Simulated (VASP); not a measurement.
A run of VASP 6.6.1 is set up as follows.

INCAR

```
ALGO = Normal
EDIFF = 1E-6
ENCUT = 520
ISIF = 2
ISMEAR = -1
LASPH = True
LCHARG = False
LREAL = False
LWAVE = False
NBANDS = 17
NELM = 60
PREC = Accurate
SIGMA = 0.05
```

Contents of KPOINTS:

```
k-points
0
Gamma
  14 14 14
```

POSCAR

```
PbSe
1.0
    0.0000000000      3.0209121864      3.0209121864
    3.0209121864      0.0000000000      3.0209121864
    3.0209121864      3.0209121864      0.0000000000
Pb Se
1 1
Direct
    0.0000000000      0.0000000000      0.0000000000
    0.5000000000      0.5000000000      0.5000000000
```

Potentials or basis: VASP PAW LDA potentials, release 64 (Pb_d, Se).

Run with:

```sh
$ cat potpaw_LDA.64/Pb_d/POTCAR potpaw_LDA.64/Se/POTCAR > POTCAR
$ mpirun -np 1 vasp_std > vasp.out
```

Q: Predict the pressure.

A: 0.1 GPa.

Q: Predict the band gap on the k mesh.

A: 0.03 eV, direct.

Caveat: spin-orbit coupling is left out, which moves the levels of the heavy elements. A k mesh can miss the band edges.
